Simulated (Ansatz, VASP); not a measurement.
K: VASP beside Ansatz

```
K
1.0
     7.55943    0.00000    0.00000
    -3.77972    6.54666    0.00000
     0.00000    0.00000    4.44476
K
3
Direct
  0.00000 0.00000 0.80161
  0.33333 0.66667 0.29967
  0.66667 0.33333 0.29967
```

Alike in both runs: functional PBE; k mesh 6 × 6 × 4; occupations gaussian, width 0.1 eV; no spin polarisation.

Ansatz relaxed the structure, and its values are those at the end. VASP's run is a single point on that final structure, the one shown.

```csv
,VASP,Ansatz
version,VASP 6.6.1,Ansatz 0.2.0
potentials or method,"VASP PAW PBE potentials, release 64 (K_sv), cutoff 520 eV","scalar-relativistic, plane waves, PAW"
valence electrons in the cell,27,27
```

|  | VASP | Ansatz | Ansatz less VASP |
| --- | --- | --- | --- |
| gap on the k mesh at the Fermi level (eV) | none | none | - |
| pressure (GPa) | 0.0 | 0.1 | +0.01 |

A gap of «none» marks a metal or a gap that the smearing closes.
